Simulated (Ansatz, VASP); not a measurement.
# Two plane-wave programs on SnN2F2

Contents of INCAR:

```
ALGO = Normal
EDIFF = 1E-7
ENCUT = 520
GGA = PE
ISIF = 2
ISMEAR = -1
LASPH = T
LCHARG = F
LREAL = F
LWAVE = F
NBANDS = 27
NELM = 60
PREC = Accurate
SIGMA = 0.05
```

KPOINTS

```
k-points
0
Gamma
  6 6 8
```

Contents of POSCAR:

```
SnN2F2
1.0
    4.3970390000     -2.6470130000      0.0000000000
    4.3970390000      2.6470130000      0.0000000000
   -1.2529480000      0.0000000000      3.5211200000
Sn F N
1 2 2
Direct
    0.0076750000      0.0007680000      0.0105850000
    0.1681750000      0.1614070000      0.6263430000
    0.8193100000      0.8369030000      0.3710340000
    0.4623190000      0.4632190000      0.0871130000
    0.5285950000      0.5418030000      0.9084170000
```

input.yaml

```yaml
crystal:
  lattice:
    - [4.397039, -2.647013, 0.0]
    - [4.397039, 2.647013, 0.0]
    - [-1.252948, 0.0, 3.52112]
  atoms:
    - { symbol: Sn, position: [0.007675, 0.000768, 0.010585] }
    - { symbol: F, position: [0.168175, 0.161407, 0.626343] }
    - { symbol: F, position: [0.81931, 0.836903, 0.371034] }
    - { symbol: "N", position: [0.462319, 0.463219, 0.087113] }
    - { symbol: "N", position: [0.528595, 0.541803, 0.908417] }
hamiltonian:
  xc: pbe
  pseudopotentials: { kind: paw }
kpoints:
  mp_grid: { grid: [6, 6, 8] }
scf:
  occupations: { method: fermi_dirac, width: 0.05 }
output:
  forces: true
  stress: true
  eigenvalues: true
  write_density: true
  write_potential: true
  elf: true
  volumetric_format: npy
```

Change from the starting cell: atoms moved at random, drawn with an rms of 0.05 Å.

Alike in both runs: task single point; functional PBE; k mesh 6 × 6 × 8; occupations fermi-dirac, width 0.05 eV; no spin polarisation.

```csv
,VASP,Ansatz
version,VASP 6.6.1,Ansatz 0.2.0
potentials or method,"VASP PAW PBE potentials, release 64 (Sn_d, F, N)",Ansatz PAW
plane-wave cutoff (eV),520,420
valence electrons in the cell,38,38
```

Ansatz gave:

```
gap on the k mesh at the Fermi level (eV)                     : 1.32
least direct gap on the mesh (eV)                             : 1.32
pressure (GPa)                                                : 11.7
traceless stress, the component that is largest in VASP (GPa) : -5.85
rms of the force components (eV/Å)                            : 2.305
```

Question: Which values does VASP return?

Answer: gap on the k mesh at the Fermi level (eV): 1.32; least direct gap on the mesh (eV): 1.32; pressure (GPa): 13.4; traceless stress, the component that is largest in VASP (GPa): -8.60; rms of the force components (eV/Å): 3.318.

Atom by atom the forces differ by 1.014 eV/Å (rms over components).

Noted on VASP's run: the standard files for N, O and F lose accuracy on very short bonds.
